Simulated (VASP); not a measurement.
# Bi2Se3 (R-3m) in VASP: notebook

The runs below take Bi2Se3 through single point, with PBEsol.

Everything below comes from runs of VASP 6.6.1. Logs are shortened: lines on timing, memory, paths and dates and some standing lists are left out, and cuts for length are marked.

## (1) The cell of the first run

It takes space group R-3m (No. 166, trigonal). Conventional cell: a = 4.337 Å, b = 4.337 Å, c = 30.051 Å, α = 90.00°, β = 90.00°, γ = 120.00°. Bi (site symmetry 3m) has 6 Se at 3.00 to 3.21 Å within 3.9 Å. Within 4.5 Å of Se (site symmetry -3m) lie 6 Bi at 3.21 Å and 12 Se at 4.34 to 4.43 Å. Within 3.9 Å of Se (site symmetry 3m) lie 3 Bi at 3.00 Å and 3 Se at 3.68 Å.

## (2) Single point, PBEsol (strain +0.050 along x and y, +0.050 along z)

INCAR reads:

```
SYSTEM = Bi2Se3
PREC     = Accurate       ! precision mode
ENCUT    = 500            ! plane-wave cutoff, eV
EDIFF    = 1E-6           ! SCF threshold, eV
ISMEAR   = 0              ! smearing method
SIGMA    = 0.03           ! smearing width, eV
LREAL    = .FALSE.        ! projectors in reciprocal space
LASPH    = .TRUE.         ! aspherical terms in the spheres
NELM     = 120            ! most SCF steps
ALGO     = Normal         ! electronic algorithm
ISIF     = 2              ! what is computed and relaxed
LWAVE    = .FALSE.        ! write WAVECAR
LCHARG   = .FALSE.        ! write CHGCAR
GGA      = PS             ! functional
NBANDS   = 32             ! bands
GGA_COMPAT= .FALSE.
```

KPOINTS reads:

```
regular mesh
0
G
  12 12 12
  0 0 0
```

POSCAR reads:

```
Bi2Se3
1.0
    2.1684289713      1.2519430503     10.0169020351
   -2.1684289713      1.2519430503     10.0169020351
    0.0000000000     -2.5038861007     10.0169020351
Bi Se
2 3
Direct
    0.4002583896      0.4002583896      0.4002583896
    0.5997416104      0.5997416104      0.5997416104
    0.0000000000      0.0000000000      0.0000000000
    0.2116390873      0.2116390873      0.2116390873
    0.7883609127      0.7883609127      0.7883609127
```

Potentials or basis: VASP PAW PBE potentials, release 64 (Bi_d, Se).

On the command line:

```
$ cat potpaw_PBE.64/Bi_d/POTCAR potpaw_PBE.64/Se/POTCAR > POTCAR
$ mpirun -np 1 vasp_std > vasp.out
```

OUTCAR:

```text
SYSTEM = Bi2Se3
   PREC = Accurate
   ENCUT = 500
   EDIFF = 1E-6
   ISMEAR = 0
   LREAL = .FALSE.
   LASPH = .TRUE.
   NELM = 120
   ISIF = 2
   GGA = PS

 ion  position               nearest neighbor table
   1  0.400  0.400  0.400-   5 3.00   5 3.00   5 3.00   3 3.21   3 3.21   3 3.21
   2  0.600  0.600  0.600-   4 3.00   4 3.00   4 3.00   3 3.21   3 3.21   3 3.21
   3  0.000  0.000  0.000-   2 3.21   2 3.21   1 3.21   1 3.21   2 3.21   1 3.21
   4  0.212  0.212  0.212-   2 3.00   2 3.00   2 3.00
   5  0.788  0.788  0.788-   1 3.00   1 3.00   1 3.00

  LATTYP: Found a trigonal (rhomboedric) cell.
 ALAT       =    10.3251039697
 COS(alpha) =     0.9117872156

  Lattice vectors:

 A1 = (   2.1684289713,   1.2519430503,  10.0169020351)
 A2 = (  -2.1684289713,   1.2519430503,  10.0169020351)
 A3 = (   0.0000000000,  -2.5038861007,  10.0169020351)

Analysis of symmetry for initial positions (statically):
=====================================================================
 Subroutine PRICEL returns:
 Original cell was already a primitive cell.

 Routine SETGRP: Setting up the symmetry group for a
 trigonal (rhombohedral) supercell.

 Subroutine GETGRP returns: Found 12 space group operations
 (whereof 12 operations were pure point group operations)
 out of a pool of 12 trial point group operations.

The static configuration has the point symmetry D_3d.

Analysis of symmetry for dynamics (positions and initial velocities):
=====================================================================
 Subroutine PRICEL returns:
 Original cell was already a primitive cell.

 Routine SETGRP: Setting up the symmetry group for a
 trigonal (rhombohedral) supercell.

 Subroutine GETGRP returns: Found 12 space group operations
 (whereof 12 operations were pure point group operations)
 out of a pool of 12 trial point group operations.

The dynamic configuration has the point symmetry D_3d.

 Subroutine INISYM returns: Found 12 space group operations
 (whereof 12 operations are pure point group operations),
 and found     1 'primitive' translations

----------------------------------------------------------------------------------------

                                     Primitive cell

  volume of cell :     163.1603

  direct lattice vectors                    reciprocal lattice vectors
     2.168428971  1.251943050 10.016902035     0.230581682  0.133126396  0.033277088
    -2.168428971  1.251943050 10.016902035    -0.230581682  0.133126396  0.033277088
     0.000000000 -2.503886101 10.016902035     0.000000000 -0.266252793  0.033277088

  length of vectors
    10.325103970 10.325103970 10.325103970     0.268324271  0.268324271  0.268324271

  position of ions in fractional coordinates (direct lattice)
     0.400258390  0.400258390  0.400258390
     0.599741610  0.599741610  0.599741610
     0.000000000  0.000000000  0.000000000
     0.211639087  0.211639087  0.211639087
     0.788360913  0.788360913  0.788360913

  ion indices of the primitive-cell ions
   primitive index   ion index
                 1           1
                 2           2
                 3           3
                 4           4
                 5           5

----------------------------------------------------------------------------------------

 KPOINTS: regular mesh

Automatic generation of k-mesh.
 Grid dimensions read from file:
 generate k-points for:   12   12   12

 Generating k-lattice:

  Cartesian coordinates                     Fractional coordinates (reciprocal lattice)
     0.019215140  0.011093866  0.002773091     0.083333333 -0.000000000 -0.000000000
    -0.019215140  0.011093866  0.002773091    -0.000000000  0.083333333 -0.000000000
     0.000000000 -0.022187733  0.002773091    -0.000000000 -0.000000000  0.083333333

  Length of vectors
     0.022360356  0.022360356  0.022360356

  Shift w.r.t. Gamma in fractional coordinates (k-lattice)
     0.000000000  0.000000000  0.000000000

 Subroutine IBZKPT returns following result:
 ===========================================

 Found    189 irreducible k-points:

 Following reciprocal coordinates:
            Coordinates               Weight
  0.000000  0.000000  0.000000      1.000000
  0.083333  0.000000 -0.000000      6.000000
  0.166667  0.000000 -0.000000      6.000000
  0.250000  0.000000  0.000000      6.000000
  0.333333  0.000000 -0.000000      6.000000
  0.416667  0.000000 -0.000000      6.000000
[... 16 lines left out ...]
  0.500000  0.166667 -0.000000     12.000000
 -0.416667  0.166667  0.000000     12.000000
 [... further k-points ...]
   k-points           NKPTS =    189   k-points in BZ     NKDIM =    189   number of bands    NBANDS=     32
   number of dos      NEDOS =    301   number of ions     NIONS =      5
   total plane-waves  NPLWV = 512000
   dimension x,y,z NGX =    80 NGY =   80 NGZ =   80
   dimension x,y,z NGXF=   160 NGYF=  160 NGZF=  160
   ions per type =               2   3
   NGX,Y,Z   is equivalent  to a cutoff of  12.88, 12.88, 12.88 a.u.
   NGXF,Y,Z  is equivalent  to a cutoff of  25.76, 25.76, 25.76 a.u.
 SYSTEM =  Bi2Se3
   PREC   = accura    normal or accurate (medium, high low for compatibility)
   ISTART =      0    job   : 0-new  1-cont  2-samecut
   ICHARG =      2    charge: 1-file 2-atom 10-const
   ISPIN  =      1    spin polarized calculation?
   LNONCOLLINEAR =      F non collinear calculations
   LSORBIT =      F    spin-orbit coupling
   LASPH  =      T    aspherical Exc in radial PAW
   ENCUT  =  500.0 eV  36.75 Ry    6.06 a.u.  18.83 18.83 18.83*2*pi/ulx,y,z
   NELM   =    120;   NELMIN=  2; NELMDL= -5     # of ELM steps
   EDIFF  = 0.1E-05   stopping-criterion for ELM
   LREAL  =      F    real-space projection
   EDIFFG = 0.1E-04   stopping-criterion for IOM
   NSW    =      0    number of steps for IOM
   IBRION =     -1    ionic relax: 0-MD 1-quasi-New 2-CG
   NFREE  =      0    steps in history (QN), initial steepest desc. (CG)
   ISIF   =      2    stress and relaxation
   ISYM   =      2    0-nonsym 1-usesym 2-fastsym
   POTIM  = 0.5000    time-step for ionic-motion
   TEBEG  =    0.0;   TEEND  =   0.0 temperature during run
   PSTRESS=    0.0 pullay stress
   NELECT =      48.0000    total number of electrons
   NUPDOWN=      -1.0000    fix difference up-down
   EMIN   =  10.00;   EMAX   =-10.00  energy-range for DOS
   EFERMI =   0.00;   METHOD = LEGACY
   ISMEAR =     0;   SIGMA  =   0.03  broadening in eV -4-tet -1-fermi 0-gaus
   EFERMI_NEDOS =   21; number of points for ismear=-14 and -15
   IALGO  =     38    algorithm
   IMIX   =      4    mixing-type and parameters
     AMIX     =   0.40;   BMIX     =  1.00
     AMIX_MAG =   1.60;   BMIX_MAG =  1.00
  volume/ion in A,a.u.               =      32.63       220.21
  Fermi-wavevector in a.u.,A,eV,Ry     =   1.088806  2.057545 16.129681  1.185498
  Thomas-Fermi vector in A             =   2.224995
   LORBIT       =      0    0 simple, 1 ext, 2 COOP (PROOUT), +10 PAW based schemes
   GGA     = PS    functional components
   LHFCALC =     F    Hartree Fock is set to
   AEXX    =    0.0000 exact exchange contribution
   IVDW    =     0    specifies the selected vdW correction
   LEPSILON=     F    determine dielectric tensor
   LRPA    =     F    only Hartree local field effects (RPA)
 non-spin polarized calculation
 Gauss-broadening in eV      SIGMA  =   0.03
  energy-cutoff  :      500.00
  volume of cell :      163.16
 maximum number of plane-waves:      4168
 NGX is ok and might be reduce to    80
   NGX = 37   NGY = 37   NGZ = 37

 number of electron      48.0000004 magnetization

 Free energy of the ion-electron system (eV)
  ---------------------------------------------------
  ext. energy  EPLUGINS =         0.00000000
  ---------------------------------------------------
  free energy    TOTEN  =       -21.52282889 eV

  energy without entropy =      -21.52282889  energy(sigma->0) =      -21.52282889

 E-fermi :   3.3404     XC(G=0):  -9.0637

 val. band max:        3.2223973331   @ k =   0.0000   0.0000   0.0000
 cond. band min:       3.4525087460   @ k =   0.0000   0.0000   0.0000
 fundamental gap:      0.2301114129
 Fermi energy:         3.3403658367

 k-point     1 :       0.0000    0.0000    0.0000
  band No.  band energies     occupation
      1     -19.6425      2.00000
      2     -19.6425      2.00000
      3     -19.6424      2.00000
      4     -19.6423      2.00000
      5     -19.6423      2.00000
      6     -19.6409      2.00000
[... 24 lines left out ...]
     31       9.2492      0.00000
     32       9.6331      0.00000

 k-point     2 :       0.0833    0.0000   -0.0000
  band No.  band energies     occupation
      1     -19.6427      2.00000
      2     -19.6426      2.00000
      3     -19.6417      2.00000
      4     -19.6415      2.00000
      5     -19.6413      2.00000
      6     -19.6403      2.00000
[... 24 lines left out ...]
     31       9.1794      0.00000
     32       9.5944      0.00000

 k-point     3 :       0.1667    0.0000   -0.0000
  band No.  band energies     occupation
      1     -19.6438      2.00000
      2     -19.6434      2.00000
      3     -19.6398      2.00000
      4     -19.6388      2.00000
      5     -19.6386      2.00000
      6     -19.6384      2.00000
[... 24 lines left out ...]
     31       8.6311      0.00000
     32       9.4258      0.00000

 k-point     4 :       0.2500    0.0000    0.0000
  band No.  band energies     occupation
      1     -19.6453      2.00000
      2     -19.6446      2.00000
      3     -19.6378      2.00000
      4     -19.6367      2.00000
      5     -19.6355      2.00000
      6     -19.6354      2.00000
[... 654 lines left out ...]
     31       8.5473      0.00000
     32       9.2183      0.00000

 k-point    23 :       0.5000    0.1667   -0.0000
  band No.  band energies     occupation
      1     -19.6447      2.00000
      2     -19.6435      2.00000
      3     -19.6403      2.00000
      4     -19.6380      2.00000
      5     -19.6354      2.00000
      6     -19.6337      2.00000
[... 24 lines left out ...]
     31       8.4886      0.00000
     32       9.2720      0.00000

 k-point    24 :      -0.4167    0.1667    0.0000
  band No.  band energies     occupation
      1     -19.6451      2.00000
      2     -19.6438      2.00000
      3     -19.6407      2.00000
      4     -19.6381      2.00000
      5     -19.6358      2.00000
      6     -19.6328      2.00000
[... 24 lines left out ...]
     31       8.3857      0.00000
     32       9.2873      0.00000

 [... further k-points ...]

------------------------ aborting loop because EDIFF is reached ----------------------------------------

  FORCE on cell =-STRESS in cart. coord.  units (eV):
  Direction    XX          YY          ZZ          XY          YZ          ZX
  --------------------------------------------------------------------------------------
  -------------------------------------------------------------------------------------
  Total       -6.8919906     -6.8919906     -6.8108885     -0.0000000      0.0000000      0.0000000
  in kB      -67.6769546    -67.6769546    -66.8805599     -0.0000000      0.0000000      0.0000000
  external PRESSURE =     -67.4114897 kB  Pullay stress =       0.0000000 kB

 VOLUME and BASIS-vectors are now :
 -----------------------------------------------------------------------------
  energy-cutoff  :      500.00
  volume of cell :      163.16
      direct lattice vectors                 reciprocal lattice vectors
     2.168428971  1.251943050 10.016902035     0.230581682  0.133126396  0.033277088
    -2.168428971  1.251943050 10.016902035    -0.230581682  0.133126396  0.033277088
     0.000000000 -2.503886101 10.016902035     0.000000000 -0.266252793  0.033277088

 POSITION                                       TOTAL-FORCE (eV/Angst)
 -----------------------------------------------------------------------------------
      0.00000     -0.00000     12.02805         0.000000     -0.000000      0.324775
      0.00000     -0.00000     18.02266         0.000000      0.000000     -0.324775
      0.00000      0.00000      0.00000         0.000000     -0.000000     -0.000000
      0.00000     -0.00000      6.35990         0.000000     -0.000000      0.915309
      0.00000     -0.00000     23.69080         0.000000      0.000000     -0.915309
 -----------------------------------------------------------------------------------
    total drift:                                0.000000      0.000000      0.000000

  FREE ENERGIE OF THE ION-ELECTRON SYSTEM (eV)
  ---------------------------------------------------
  free  energy   TOTEN  =       -21.5228288854 eV

  energy  without entropy=      -21.5228288854  energy(sigma->0) =      -21.52282889
```

Wall time 46 min (1 thread of Intel Xeon 6975P-C (Granite Rapids), shared host); peak memory 1.4 GiB.

Results:

* Free energy: -21.5228 eV
* Pressure: -6.7 GPa
* Largest force: 0.915 eV/Å
* Band gap on the k mesh: 0.23 eV

Forces on the atoms (eV/Å):
```
Bi   0.000  0.000  0.325
Bi   0.000  0.000 -0.325
Se   0.000  0.000  0.000
Se   0.000  0.000  0.915
Se   0.000  0.000 -0.915
```

Levels at points of the mesh, in eV from the valence-band top:
| k point | band 20 | band 21 | band 22 | band 23 | band 24 | band 25 | band 26 | band 27 | band 28 | band 29 |
| --- | --- | --- | --- | --- | --- | --- | --- | --- | --- | --- |
| (0.00, 0.00, 0.00) | -1.37 | -1.37 | -0.82 | -0.82 | 0.00 | 0.23 | 1.45 | 1.45 | 2.09 | 2.54 |
| (0.50, 0.00, 0.00) | -2.42 | -2.33 | -1.65 | -0.84 | -0.44 | 0.89 | 1.89 | 2.81 | 2.92 | 3.65 |
| (0.50, 0.50, 0.00) | -1.96 | -1.57 | -1.46 | -1.18 | -0.78 | 1.38 | 1.95 | 2.39 | 2.74 | 3.21 |
| (0.50, 0.50, 0.50) | -1.17 | -1.17 | -0.96 | -0.96 | -0.44 | 0.72 | 1.69 | 1.69 | 1.87 | 2.28 |

Caveat: the cell differs from its parent crystal (strain +0.050 along x and y, +0.050 along z); the cell stands under tension; the PAW data sets were made with another functional, which shifts forces and pressure a little; spin-orbit coupling is left out, which moves the levels of the heavy elements. A k mesh can miss the band edges.

[end of part 1 of 2]
